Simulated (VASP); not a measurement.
# TiPd (P4/mmm) in VASP: further runs, part 2 of 2

VASP 6.6.1. The steps go on from the part before.

## (5) Single point, LDA

This run uses another cell than the first one, of 14.93 Å³/atom, 1.083 times its volume.

The input, INCAR:

```
SYSTEM = TiPd
PREC = Accurate ; ENCUT = 520
EDIFF = 1E-7 ; ISMEAR = -1
SIGMA = 0.05 ; LREAL = .False.
LASPH = .True. ; NELM = 100
ALGO = Normal ; ISIF = 2
LWAVE = .False. ; LCHARG = .True.
GGA = CA ; LELF = .True.
LVHAR = .True. ; NBANDS = 18
```

The input, KPOINTS:

```
Automatic mesh
0
Gamma
  8 8 6
  0 0 0
```

The input, POSCAR:

```
TiPd
1.0
    2.7910548649      0.0000000000      0.0000000000
    0.0000000000      2.7910548649      0.0000000000
    0.0000000000      0.0000000000      3.8332770523
Ti Pd
1 1
Direct
    0.0000000000      0.0000000000      0.0000000000
    0.5000000000      0.5000000000      0.5000000000
```

Potentials or basis: VASP PAW LDA potentials, release 64 (Ti_sv, Pd).

Launch:

```console
$ cat potpaw_LDA.64/Ti_sv/POTCAR potpaw_LDA.64/Pd/POTCAR > POTCAR
$ mpirun -np 1 vasp_std > vasp.out
```

OUTCAR:

```text
SYSTEM = TiPd
   PREC = Accurate
   ENCUT = 520
   EDIFF = 1E-7
   ISMEAR = -1
   LREAL = .False.
   LASPH = .True.
   NELM = 100
   ISIF = 2
   GGA = CA

 ion  position               nearest neighbor table
   1  0.000  0.000  0.000-   2 2.75   2 2.75   2 2.75   2 2.75   2 2.75   2 2.75   2 2.75   2 2.75

   2  0.500  0.500  0.500-   1 2.75   1 2.75   1 2.75   1 2.75   1 2.75   1 2.75   1 2.75   1 2.75

  LATTYP: Found a simple tetragonal cell.
 ALAT       =     2.7910548649
 C/A-ratio  =     1.3734151559

  Lattice vectors:

 A1 = (   2.7910548649,   0.0000000000,   0.0000000000)
 A2 = (   0.0000000000,   2.7910548649,   0.0000000000)
 A3 = (   0.0000000000,   0.0000000000,   3.8332770523)

Analysis of symmetry for initial positions (statically):
=====================================================================
 Subroutine PRICEL returns:
 Original cell was already a primitive cell.

 Routine SETGRP: Setting up the symmetry group for a
 simple tetragonal supercell.

 Subroutine GETGRP returns: Found 16 space group operations
 (whereof 16 operations were pure point group operations)
 out of a pool of 16 trial point group operations.

The static configuration has the point symmetry D_4h.

Analysis of symmetry for dynamics (positions and initial velocities):
=====================================================================
 Subroutine PRICEL returns:
 Original cell was already a primitive cell.

 Routine SETGRP: Setting up the symmetry group for a
 simple tetragonal supercell.

 Subroutine GETGRP returns: Found 16 space group operations
 (whereof 16 operations were pure point group operations)
 out of a pool of 16 trial point group operations.

The dynamic configuration has the point symmetry D_4h.

 Subroutine INISYM returns: Found 16 space group operations
 (whereof 16 operations are pure point group operations),
 and found     1 'primitive' translations

----------------------------------------------------------------------------------------

                                     Primitive cell

  volume of cell :      29.8612

  direct lattice vectors                    reciprocal lattice vectors
     2.791054865  0.000000000  0.000000000     0.358287475  0.000000000  0.000000000
     0.000000000  2.791054865  0.000000000     0.000000000  0.358287475  0.000000000
     0.000000000  0.000000000  3.833277052     0.000000000  0.000000000  0.260873395

  length of vectors
     2.791054865  2.791054865  3.833277052     0.358287475  0.358287475  0.260873395

  position of ions in fractional coordinates (direct lattice)
     0.000000000  0.000000000  0.000000000
     0.500000000  0.500000000  0.500000000

  ion indices of the primitive-cell ions
   primitive index   ion index
                 1           1
                 2           2

----------------------------------------------------------------------------------------

 KPOINTS: Automatic mesh

Automatic generation of k-mesh.
 Grid dimensions read from file:
 generate k-points for:    8    8    6

 Generating k-lattice:

  Cartesian coordinates                     Fractional coordinates (reciprocal lattice)
     0.044785934  0.000000000  0.000000000     0.125000000  0.000000000  0.000000000
     0.000000000  0.044785934  0.000000000     0.000000000  0.125000000  0.000000000
     0.000000000  0.000000000  0.043478899     0.000000000  0.000000000  0.166666667

  Length of vectors
     0.044785934  0.044785934  0.043478899

  Shift w.r.t. Gamma in fractional coordinates (k-lattice)
     0.000000000  0.000000000  0.000000000

 Subroutine IBZKPT returns following result:
 ===========================================

 Found     60 irreducible k-points:

 Following reciprocal coordinates:
            Coordinates               Weight
  0.000000  0.000000  0.000000      1.000000
  0.125000  0.000000  0.000000      4.000000
  0.250000  0.000000  0.000000      4.000000
  0.375000  0.000000  0.000000      4.000000
  0.500000  0.000000  0.000000      2.000000
  0.125000  0.125000  0.000000      4.000000
[... 16 lines left out ...]
  0.375000  0.125000  0.166667     16.000000
  0.500000  0.125000  0.166667      8.000000
 [... further k-points ...]
   k-points           NKPTS =     60   k-points in BZ     NKDIM =     60   number of bands    NBANDS=     18
   number of dos      NEDOS =    301   number of ions     NIONS =      2
   total plane-waves  NPLWV =  17280
   dimension x,y,z NGX =    24 NGY =   24 NGZ =   30
   dimension x,y,z NGXF=    48 NGYF=   48 NGZF=   60
   ions per type =               1   1
   NGX,Y,Z   is equivalent  to a cutoff of  14.30, 14.30, 13.01 a.u.
   NGXF,Y,Z  is equivalent  to a cutoff of  28.59, 28.59, 26.02 a.u.
 SYSTEM =  TiPd
   PREC   = accura    normal or accurate (medium, high low for compatibility)
   ISTART =      0    job   : 0-new  1-cont  2-samecut
   ICHARG =      2    charge: 1-file 2-atom 10-const
   ISPIN  =      1    spin polarized calculation?
   LNONCOLLINEAR =      F non collinear calculations
   LSORBIT =      F    spin-orbit coupling
   LASPH  =      T    aspherical Exc in radial PAW
   ENCUT  =  520.0 eV  38.22 Ry    6.18 a.u.   5.19  5.19  7.13*2*pi/ulx,y,z
   NELM   =    100;   NELMIN=  2; NELMDL= -5     # of ELM steps
   EDIFF  = 0.1E-06   stopping-criterion for ELM
   LREAL  =      F    real-space projection
   EDIFFG = 0.1E-05   stopping-criterion for IOM
   NSW    =      0    number of steps for IOM
   IBRION =     -1    ionic relax: 0-MD 1-quasi-New 2-CG
   NFREE  =      0    steps in history (QN), initial steepest desc. (CG)
   ISIF   =      2    stress and relaxation
   ISYM   =      2    0-nonsym 1-usesym 2-fastsym
   POTIM  = 0.5000    time-step for ionic-motion
   TEBEG  =    0.0;   TEEND  =   0.0 temperature during run
   PSTRESS=    0.0 pullay stress
   NELECT =      22.0000    total number of electrons
   NUPDOWN=      -1.0000    fix difference up-down
   EMIN   =  10.00;   EMAX   =-10.00  energy-range for DOS
   EFERMI =   0.00;   METHOD = LEGACY
   ISMEAR =    -1;   SIGMA  =   0.05  broadening in eV -4-tet -1-fermi 0-gaus
   EFERMI_NEDOS =   21; number of points for ismear=-14 and -15
   IALGO  =     38    algorithm
   IMIX   =      4    mixing-type and parameters
     AMIX     =   0.40;   BMIX     =  1.00
     AMIX_MAG =   1.60;   BMIX_MAG =  1.00
  volume/ion in A,a.u.               =      14.93       100.76
  Fermi-wavevector in a.u.,A,eV,Ry     =   1.478587  2.794123 29.745303  2.186218
  Thomas-Fermi vector in A             =   2.592849
   LORBIT       =      0    0 simple, 1 ext, 2 COOP (PROOUT), +10 PAW based schemes
   GGA     = CA    functional components
   LHFCALC =     F    Hartree Fock is set to
   AEXX    =    0.0000 exact exchange contribution
   IVDW    =     0    specifies the selected vdW correction
   LEPSILON=     F    determine dielectric tensor
   LRPA    =     F    only Hartree local field effects (RPA)
 non-spin polarized calculation
  energy-cutoff  :      520.00
  volume of cell :       29.86
 maximum number of plane-waves:       824
 NGX is ok and might be reduce to    24
   NGX = 11   NGY = 11   NGZ = 15

 number of electron      22.0000006 magnetization

 Free energy of the ion-electron system (eV)
  ---------------------------------------------------
  ext. energy  EPLUGINS =         0.00000000
  ---------------------------------------------------
  free energy    TOTEN  =       -16.19230602 eV

  energy without entropy =      -16.17066478  energy(sigma->0) =      -16.18148540

 E-fermi :  10.2039     XC(G=0): -12.9982

 val. band max:       10.1860907937   @ k =   0.3750   0.1250   0.0000
 cond. band min:      10.2154181414   @ k =   0.5000   0.3750   0.1667
 fundamental gap:      0.0293273478
 Fermi energy:        10.2038648695

 k-point     1 :       0.0000    0.0000    0.0000
  band No.  band energies     occupation
      1     -46.1203      2.00000
      2     -22.8096      2.00000
      3     -22.4360      2.00000
      4     -22.4360      2.00000
      5       2.7744      2.00000
      6       4.6613      2.00000
[... 10 lines left out ...]
     17      21.6186      0.00000
     18      22.3093      0.00000

 k-point     2 :       0.1250    0.0000    0.0000
  band No.  band energies     occupation
      1     -46.1100      2.00000
      2     -22.8021      2.00000
      3     -22.5179      2.00000
      4     -22.4293      2.00000
      5       3.1445      2.00000
      6       4.8362      2.00000
[... 10 lines left out ...]
     17      20.6684      0.00000
     18      21.5787      0.00000
[... 442 lines left out ...]
 k-point    24 :       0.5000    0.1250    0.1667
  band No.  band energies     occupation
      1     -46.0402      2.00000
      2     -22.9654      2.00000
      3     -22.7518      2.00000
      4     -22.4656      2.00000
      5       5.4013      2.00000
      6       5.6523      2.00000
[... 10 lines left out ...]
     17      19.8903      0.00000
     18      20.8884      0.00000

 [... further k-points ...]
[... 5 lines left out ...]
  --------------------------------------------------------------------------------------
  -------------------------------------------------------------------------------------
  Total       -0.8433485     -0.8433485     -0.9780038      0.0000000      0.0000000      0.0000000
  in kB      -45.2491772    -45.2491772    -52.4739991      0.0000000      0.0000000      0.0000000
  external PRESSURE =     -47.6574512 kB  Pullay stress =       0.0000000 kB

 VOLUME and BASIS-vectors are now :
 -----------------------------------------------------------------------------
  energy-cutoff  :      520.00
  volume of cell :       29.86
      direct lattice vectors                 reciprocal lattice vectors
     2.791054865  0.000000000  0.000000000     0.358287475  0.000000000  0.000000000
     0.000000000  2.791054865  0.000000000     0.000000000  0.358287475  0.000000000
     0.000000000  0.000000000  3.833277052     0.000000000  0.000000000  0.260873395

 POSITION                                       TOTAL-FORCE (eV/Angst)
 -----------------------------------------------------------------------------------
      0.00000      0.00000      0.00000         0.000000      0.000000      0.000000
      1.39553      1.39553      1.91664         0.000000      0.000000      0.000000
 -----------------------------------------------------------------------------------
    total drift:                                0.000000      0.000000     -0.000000

  FREE ENERGIE OF THE ION-ELECTRON SYSTEM (eV)
  ---------------------------------------------------
  free  energy   TOTEN  =       -16.1923060173 eV

  energy  without entropy=      -16.1706647806  energy(sigma->0) =      -16.18148540
```

OSZICAR:

```text
N       E                     dE             d eps       ncg     rms          rms(c)
DAV:   1     0.183581672506E+03    0.18358E+03   -0.11369E+04  2160   0.140E+03
DAV:   2    -0.845553947002E+01   -0.19204E+03   -0.18637E+03  2260   0.362E+02
DAV:   3    -0.177640167744E+02   -0.93085E+01   -0.91858E+01  2750   0.810E+01
DAV:   4    -0.179734117626E+02   -0.20939E+00   -0.20838E+00  2554   0.108E+01
DAV:   5    -0.179799526314E+02   -0.65409E-02   -0.65394E-02  2652   0.178E+00    0.114E+01
DAV:   6    -0.164589617186E+02    0.15210E+01   -0.72457E+00  2322   0.257E+01    0.507E+00
DAV:   7    -0.163997401601E+02    0.59222E-01   -0.34156E+00  2328   0.152E+01    0.383E+00
DAV:   8    -0.161946878283E+02    0.20505E+00   -0.77943E-01  2502   0.739E+00    0.120E+00
DAV:   9    -0.161928801950E+02    0.18076E-02   -0.40016E-02  2424   0.207E+00    0.460E-01
DAV:  10    -0.161922136670E+02    0.66653E-03   -0.80241E-03  2588   0.750E-01    0.947E-02
DAV:  11    -0.161923300038E+02   -0.11634E-03   -0.43370E-04  2752   0.184E-01    0.336E-02
DAV:  12    -0.161923076123E+02    0.22391E-04   -0.86896E-05  2406   0.819E-02    0.149E-02
DAV:  13    -0.161923059471E+02    0.16652E-05   -0.98989E-06  2364   0.280E-02    0.534E-03
DAV:  14    -0.161923060173E+02   -0.70168E-07   -0.93023E-07  2322   0.905E-03
   1 F= -.16192306E+02 E0= -.16181485E+02  d E =-.216412E-01
```

Run time: 48 s. Hardware: 1 thread of Intel Xeon 8259CL, shared host; peak memory 0.16 GiB.

What came out:

| Quantity | Value |
| --- | --- |
| Free energy | -16.1923 eV |
| Pressure | -4.8 GPa |
| Band gap on the k mesh | zero (band 11 reaches 12.56 eV, above the bottom of band 12 at 9.05 eV) |

Stress tensor (GPa, compression positive):
```
-4.52  0.00  0.00
 0.00 -4.52  0.00
 0.00  0.00 -5.25
```

## (6) Single point, LDA

This run uses another cell than the first one, of 15.31 Å³/atom, 1.111 times its volume.

The input, INCAR:

```
ALGO = Normal ; EDIFF = 1E-6
ENCUT = 520 ; GGA = CA
ISIF = 2 ; ISMEAR = -1
LASPH = T ; LCHARG = T
LELF = T ; LREAL = F
LVHAR = T ; LWAVE = F
NBANDS = 18 ; NELM = 80
PREC = Accurate ; SIGMA = 0.05
```

The input, KPOINTS:

```
k-points
0
Gamma
  8 8 6
```

The input, POSCAR:

```
TiPd
1.0
    2.8147090000      0.0000000000      0.0000000000
    0.0000000000      2.8147090000      0.0000000000
    0.0000000000      0.0000000000      3.8657640000
Ti Pd
1 1
Direct
    0.0000000000      0.0000000000      0.0000000000
    0.5000000000      0.5000000000      0.5000000000
```

Potentials or basis: VASP PAW LDA potentials, release 64 (Ti_sv, Pd).

Launch:

```console
$ cat potpaw_LDA.64/Ti_sv/POTCAR potpaw_LDA.64/Pd/POTCAR > POTCAR
$ mpirun -np 1 vasp_std > vasp.out
```

Wall time 48 s (1 thread of Intel Xeon 8259CL, shared host); peak memory 0.16 GiB.

It converged, with:

| Item | Value |
| --- | --- |
| Free energy | -16.1602 eV |
| Pressure | -8.8 GPa |
| Band gap on the k mesh | zero (band 11 reaches 12.11 eV, above the bottom of band 12 at 8.73 eV) |

Stress tensor (GPa, compression positive):
```
-8.40  0.00  0.00
 0.00 -8.40  0.00
 0.00  0.00 -9.50
```

Levels at points of the mesh, in eV from the Fermi level:
| k point | band 8 | band 9 | band 10 | band 11 | band 12 | band 13 | band 14 | band 15 |
| --- | --- | --- | --- | --- | --- | --- | --- | --- |
| (0.00, 0.00, 0.00) | -2.94 | -2.94 | -1.86 | -0.50 | 0.59 | 2.69 | 2.69 | 2.95 |
| (0.50, 0.00, 0.00) | -2.89 | -2.69 | -2.42 | -0.85 | -0.52 | 1.20 | 1.32 | 2.13 |
| (0.50, 0.50, 0.00) | -4.79 | -0.90 | 0.41 | 2.27 | 2.27 | 2.53 | 2.55 | 2.55 |
| (0.00, 0.00, 0.50) | -2.66 | -2.66 | -2.65 | -1.79 | -1.10 | 1.00 | 1.66 | 1.66 |
| (0.50, 0.00, 0.50) | -3.19 | -2.89 | -0.07 | 0.04 | 0.28 | 0.55 | 2.15 | 2.68 |
| (0.50, 0.50, 0.50) | -2.44 | -2.22 | -1.09 | -1.09 | -0.90 | 1.98 | 3.81 | 8.45 |

## (7) Summary

| cell | gap on the mesh (eV) | pressure (GPa) |
| --- | --- | --- |
| a = 2.718, b = 2.718, c = 3.732 Å, 2 atoms | none | 11.4 |
| a = 2.743, b = 2.743, c = 3.767 Å, 2 atoms | none | 5.2 |
| a = 2.767, b = 2.767, c = 3.800 Å, 2 atoms | none | -0.1 |
| a = 2.791, b = 2.791, c = 3.833 Å, 2 atoms | none | -4.8 |
| a = 2.815, b = 2.815, c = 3.866 Å, 2 atoms | none | -8.8 |

Alike in all rows: task single point; level LDA; potentials or basis VASP PAW LDA potentials, release 64 (Ti_sv, Pd); no spin polarisation; k mesh 8 × 8 × 6; cutoff (eV) 520; smearing fermi-dirac 0.05 eV.

Absolute energies hang on the potentials; compare differences alone.
